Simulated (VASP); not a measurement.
# TiAl in VASP: a series of runs

Runs on TiAl. Level: PBE. Tasks: single point.

Program: VASP 6.6.1. These are calculated values, not measurements. Logs are shortened: lines on timing, memory, paths and dates and some standing lists are left out, and cuts for length are marked.

## Step 1: The cell of the first run

Symmetry: Pm-3m, No. 221, cubic system. The conventional cell has a = 3.272 Å, b = 3.272 Å, c = 3.272 Å, α = 90.00°, β = 90.00°, γ = 90.00°. Ti (site symmetry m-3m) has 8 Al at 2.83 Å and 6 Ti at 3.27 Å within 3.7 Å. Within 3.7 Å of Al (site symmetry m-3m) lie 8 Ti at 2.83 Å and 6 Al at 3.27 Å.

## Step 2: Single point, PBE (strained)

The input, INCAR:

```
ALGO     = Normal         # electronic algorithm
EDIFF    = 1E-7           # SCF threshold, eV
ENCUT    = 520            # plane-wave cutoff, eV
GGA      = PE             # functional
ISIF     = 2              # what is computed and relaxed
ISMEAR   = 0              # smearing method
LASPH    = T              # aspherical terms in the spheres
LCHARG   = T              # write CHGCAR
LELF     = T              # ELF
LREAL    = F              # projectors in reciprocal space
LVHAR    = T            
LWAVE    = F              # write WAVECAR
NBANDS   = 14             # bands
NELM     = 60             # most SCF steps
PREC     = Accurate       # precision mode
SIGMA    = 0.1            # smearing width, eV
```

The input, KPOINTS:

```
k-points
0
Gamma
  14 14 14
```

The input, POSCAR:

```
TiAl
1.0
    3.2717655062      0.0000000000      0.0000000000
    0.0000000000      3.2717655062      0.0000000000
    0.0000000000      0.0000000000      3.2717655062
Ti Al
1 1
Direct
    0.0000000000      0.0000000000      0.0000000000
    0.5000000000      0.5000000000      0.5000000000
```

Potentials or basis: VASP PAW PBE potentials, release 64 (Ti_sv, Al).

Command:

```
$ cat potpaw_PBE.64/Ti_sv/POTCAR potpaw_PBE.64/Al/POTCAR > POTCAR
$ mpirun -np 1 vasp_std > vasp.out
```

OUTCAR:

```text
EDIFF = 1E-7
   ENCUT = 520
   GGA = PE
   ISIF = 2
   ISMEAR = 0
   LASPH = T
   LREAL = F
   NELM = 60
   PREC = Accurate

 ion  position               nearest neighbor table
   1  0.000  0.000  0.000-   2 2.83   2 2.83   2 2.83   2 2.83   2 2.83   2 2.83   2 2.83   2 2.83

   2  0.500  0.500  0.500-   1 2.83   1 2.83   1 2.83   1 2.83   1 2.83   1 2.83   1 2.83   1 2.83

  LATTYP: Found a simple cubic cell.
 ALAT       =     3.2717655062

  Lattice vectors:

 A1 = (   3.2717655062,   0.0000000000,   0.0000000000)
 A2 = (   0.0000000000,   3.2717655062,   0.0000000000)
 A3 = (   0.0000000000,   0.0000000000,   3.2717655062)

Analysis of symmetry for initial positions (statically):
=====================================================================
 Subroutine PRICEL returns:
 Original cell was already a primitive cell.

 Routine SETGRP: Setting up the symmetry group for a
 simple cubic supercell.

 Subroutine GETGRP returns: Found 48 space group operations
 (whereof 48 operations were pure point group operations)
 out of a pool of 48 trial point group operations.

The static configuration has the point symmetry O_h .

Analysis of symmetry for dynamics (positions and initial velocities):
=====================================================================
 Subroutine PRICEL returns:
 Original cell was already a primitive cell.

 Routine SETGRP: Setting up the symmetry group for a
 simple cubic supercell.

 Subroutine GETGRP returns: Found 48 space group operations
 (whereof 48 operations were pure point group operations)
 out of a pool of 48 trial point group operations.

The dynamic configuration has the point symmetry O_h .

 Subroutine INISYM returns: Found 48 space group operations
 (whereof 48 operations are pure point group operations),
 and found     1 'primitive' translations

----------------------------------------------------------------------------------------

                                     Primitive cell

  volume of cell :      35.0224

  direct lattice vectors                    reciprocal lattice vectors
     3.271765506  0.000000000  0.000000000     0.305645377  0.000000000  0.000000000
     0.000000000  3.271765506  0.000000000     0.000000000  0.305645377  0.000000000
     0.000000000  0.000000000  3.271765506     0.000000000  0.000000000  0.305645377

  length of vectors
     3.271765506  3.271765506  3.271765506     0.305645377  0.305645377  0.305645377

  position of ions in fractional coordinates (direct lattice)
     0.000000000  0.000000000  0.000000000
     0.500000000  0.500000000  0.500000000

  ion indices of the primitive-cell ions
   primitive index   ion index
                 1           1
                 2           2

----------------------------------------------------------------------------------------

 KPOINTS: k-points

Automatic generation of k-mesh.
 Grid dimensions read from file:
 generate k-points for:   14   14   14

 Generating k-lattice:

  Cartesian coordinates                     Fractional coordinates (reciprocal lattice)
     0.021831813  0.000000000  0.000000000     0.071428571  0.000000000  0.000000000
     0.000000000  0.021831813  0.000000000     0.000000000  0.071428571  0.000000000
     0.000000000  0.000000000  0.021831813     0.000000000  0.000000000  0.071428571

  Length of vectors
     0.021831813  0.021831813  0.021831813

  Shift w.r.t. Gamma in fractional coordinates (k-lattice)
     0.000000000  0.000000000  0.000000000

 Subroutine IBZKPT returns following result:
 ===========================================

 Found    120 irreducible k-points:

 Following reciprocal coordinates:
            Coordinates               Weight
  0.000000  0.000000  0.000000      1.000000
  0.071429  0.000000  0.000000      6.000000
  0.142857  0.000000  0.000000      6.000000
  0.214286  0.000000  0.000000      6.000000
  0.285714  0.000000  0.000000      6.000000
  0.357143  0.000000  0.000000      6.000000
[... 16 lines left out ...]
  0.285714  0.214286  0.000000     24.000000
  0.357143  0.214286  0.000000     24.000000
 [... further k-points ...]
   k-points           NKPTS =    120   k-points in BZ     NKDIM =    120   number of bands    NBANDS=     14
   number of dos      NEDOS =    301   number of ions     NIONS =      2
   total plane-waves  NPLWV =  13824
   dimension x,y,z NGX =    24 NGY =   24 NGZ =   24
   dimension x,y,z NGXF=    48 NGYF=   48 NGZF=   48
   ions per type =               1   1
   NGX,Y,Z   is equivalent  to a cutoff of  12.19, 12.19, 12.19 a.u.
   NGXF,Y,Z  is equivalent  to a cutoff of  24.39, 24.39, 24.39 a.u.
 SYSTEM =  unknown system
   PREC   = accura    normal or accurate (medium, high low for compatibility)
   ISTART =      0    job   : 0-new  1-cont  2-samecut
   ICHARG =      2    charge: 1-file 2-atom 10-const
   ISPIN  =      1    spin polarized calculation?
   LNONCOLLINEAR =      F non collinear calculations
   LSORBIT =      F    spin-orbit coupling
   LASPH  =      T    aspherical Exc in radial PAW
   ENCUT  =  520.0 eV  38.22 Ry    6.18 a.u.   6.08  6.08  6.08*2*pi/ulx,y,z
   NELM   =     60;   NELMIN=  2; NELMDL= -5     # of ELM steps
   EDIFF  = 0.1E-06   stopping-criterion for ELM
   LREAL  =      F    real-space projection
   EDIFFG = 0.1E-05   stopping-criterion for IOM
   NSW    =      0    number of steps for IOM
   IBRION =     -1    ionic relax: 0-MD 1-quasi-New 2-CG
   NFREE  =      0    steps in history (QN), initial steepest desc. (CG)
   ISIF   =      2    stress and relaxation
   ISYM   =      2    0-nonsym 1-usesym 2-fastsym
   POTIM  = 0.5000    time-step for ionic-motion
   TEBEG  =    0.0;   TEEND  =   0.0 temperature during run
   PSTRESS=    0.0 pullay stress
   NELECT =      15.0000    total number of electrons
   NUPDOWN=      -1.0000    fix difference up-down
   EMIN   =  10.00;   EMAX   =-10.00  energy-range for DOS
   EFERMI =   0.00;   METHOD = LEGACY
   ISMEAR =     0;   SIGMA  =   0.10  broadening in eV -4-tet -1-fermi 0-gaus
   EFERMI_NEDOS =   21; number of points for ismear=-14 and -15
   IALGO  =     38    algorithm
   IMIX   =      4    mixing-type and parameters
     AMIX     =   0.40;   BMIX     =  1.00
     AMIX_MAG =   1.60;   BMIX_MAG =  1.00
  volume/ion in A,a.u.               =      17.51       118.17
  Fermi-wavevector in a.u.,A,eV,Ry     =   1.234023  2.331964 20.719109  1.522812
  Thomas-Fermi vector in A             =   2.368729
   LORBIT       =      0    0 simple, 1 ext, 2 COOP (PROOUT), +10 PAW based schemes
   GGA     = PE    functional components
   LHFCALC =     F    Hartree Fock is set to
   AEXX    =    0.0000 exact exchange contribution
   IVDW    =     0    specifies the selected vdW correction
   LEPSILON=     F    determine dielectric tensor
   LRPA    =     F    only Hartree local field effects (RPA)
 non-spin polarized calculation
 Gauss-broadening in eV      SIGMA  =   0.10
  energy-cutoff  :      520.00
  volume of cell :       35.02
 maximum number of plane-waves:       968
   NGX = 13   NGY = 13   NGZ = 13

 number of electron      15.0000013 magnetization

 Free energy of the ion-electron system (eV)
  ---------------------------------------------------
  ext. energy  EPLUGINS =         0.00000000
  ---------------------------------------------------
  free energy    TOTEN  =       -12.04921573 eV

  energy without entropy =      -12.03583496  energy(sigma->0) =      -12.04252535

 E-fermi :   7.8967     XC(G=0): -10.7223

 val. band max:        7.8918502270   @ k =   0.3571   0.2857   0.2857
 cond. band min:       7.9066386444   @ k =   0.2857   0.2857   0.0000
 fundamental gap:      0.0147884174
 Fermi energy:         7.8966805146

 k-point     1 :       0.0000    0.0000    0.0000
  band No.  band energies     occupation
      1     -49.1821      2.00000
      2     -25.3877      2.00000
      3     -25.3877      2.00000
      4     -25.3877      2.00000
      5      -0.9998      2.00000
      6       6.6385      2.00000
      7       6.6385      2.00000
      8       9.5027      0.00000
      9       9.5027      0.00000
     10       9.5027      0.00000
     11      11.9138      0.00000
     12      11.9138      0.00000
     13      11.9138      0.00000
     14      16.2153      0.00000

 k-point     2 :       0.0714    0.0000    0.0000
  band No.  band energies     occupation
      1     -49.1816      2.00000
      2     -25.3938      2.00000
      3     -25.3872      2.00000
      4     -25.3872      2.00000
      5      -0.9241      2.00000
      6       6.5936      2.00000
      7       6.6711      2.00000
      8       9.3745      0.00000
      9       9.3745      0.00000
     10       9.5111      0.00000
     11      11.5679      0.00000
     12      12.1004      0.00000
     13      12.1004      0.00000
     14      16.1282      0.00000

 k-point     3 :       0.1429    0.0000    0.0000
  band No.  band energies     occupation
      1     -49.1802      2.00000
      2     -25.4110      2.00000
      3     -25.3857      2.00000
      4     -25.3857      2.00000
      5      -0.6990      2.00000
      6       6.4102      2.00000
      7       6.7652      2.00000
      8       9.0795      0.00000
      9       9.0795      0.00000
     10       9.5349      0.00000
     11      10.9096      0.00000
     12      12.5731      0.00000
     13      12.5731      0.00000
     14      15.8801      0.00000
[... 324 lines left out ...]
 k-point    23 :       0.2857    0.2143    0.0000
  band No.  band energies     occupation
      1     -49.1722      2.00000
      2     -25.4576      2.00000
      3     -25.4277      2.00000
      4     -25.3770      2.00000
      5       0.7687      2.00000
      6       5.6654      2.00000
      7       6.5592      2.00000
      8       7.9757      0.26395
      9       8.5635      0.00000
     10       9.0871      0.00000
     11      10.6054      0.00000
     12      11.9391      0.00000
     13      14.7824      0.00000
     14      15.5400      0.00000

 k-point    24 :       0.3571    0.2143    0.0000
  band No.  band energies     occupation
      1     -49.1703      2.00000
      2     -25.4816      2.00000
      3     -25.4251      2.00000
      4     -25.3748      2.00000
      5       1.3374      2.00000
      6       4.8613      2.00000
      7       6.8147      2.00000
      8       7.8501      1.48996
      9       8.3811      0.00000
     10       9.1233      0.00000
     11      10.4675      0.00000
     12      12.3897      0.00000
     13      15.0146      0.00000
     14      15.3875      0.00000

 [... further k-points ...]

------------------------ aborting loop because EDIFF is reached ----------------------------------------

  FORCE on cell =-STRESS in cart. coord.  units (eV):
  Direction    XX          YY          ZZ          XY          YZ          ZX
  --------------------------------------------------------------------------------------
  -------------------------------------------------------------------------------------
  Total       -1.6501012     -1.6501012     -1.6501012      0.0000000      0.0000000      0.0000000
  in kB      -75.4874327    -75.4874327    -75.4874327      0.0000000      0.0000000      0.0000000
  external PRESSURE =     -75.4874327 kB  Pullay stress =       0.0000000 kB

 VOLUME and BASIS-vectors are now :
 -----------------------------------------------------------------------------
  energy-cutoff  :      520.00
  volume of cell :       35.02
      direct lattice vectors                 reciprocal lattice vectors
     3.271765506  0.000000000  0.000000000     0.305645377  0.000000000  0.000000000
     0.000000000  3.271765506  0.000000000     0.000000000  0.305645377  0.000000000
     0.000000000  0.000000000  3.271765506     0.000000000  0.000000000  0.305645377

 POSITION                                       TOTAL-FORCE (eV/Angst)
 -----------------------------------------------------------------------------------
      0.00000      0.00000      0.00000         0.000000      0.000000      0.000000
      1.63588      1.63588      1.63588         0.000000      0.000000      0.000000
 -----------------------------------------------------------------------------------
    total drift:                                0.000000      0.000000      0.000000

  FREE ENERGIE OF THE ION-ELECTRON SYSTEM (eV)
  ---------------------------------------------------
  free  energy   TOTEN  =       -12.0492157335 eV

  energy  without entropy=      -12.0358349594  energy(sigma->0) =      -12.04252535
```

It took 13 s on 1 thread of Intel Xeon 6975P-C (Granite Rapids), shared host; peak memory 0.18 GiB.

Results:

```yaml
Free_energy: -12.0492 eV
Pressure: -7.5 GPa
Band_gap_on_the_k_mesh: zero (an odd number of electrons rules out a gap without spin polarisation)
```

Levels at points of the mesh, in eV from the Fermi level:
```csv
k point,band 3,band 4,band 5,band 6,band 7,band 8,band 9,band 10,band 11,band 12
"(0.00, 0.00, 0.00)",-33.28,-33.28,-8.90,-1.26,-1.26,1.61,1.61,1.61,4.02,4.02
"(0.50, 0.00, 0.00)",-33.27,-33.27,-5.92,-4.94,-0.48,0.12,0.12,1.78,2.63,6.42
"(0.50, 0.50, 0.00)",-33.39,-33.26,-4.80,-2.07,-2.07,-1.37,0.65,0.65,2.41,4.13
"(0.50, 0.50, 0.50)",-33.38,-33.38,-2.84,-2.84,-2.84,0.15,2.46,2.46,2.69,2.69
```

Caveat: the cell differs from its parent crystal (strained); the cell stands under tension.

[end of part 1 of 2]
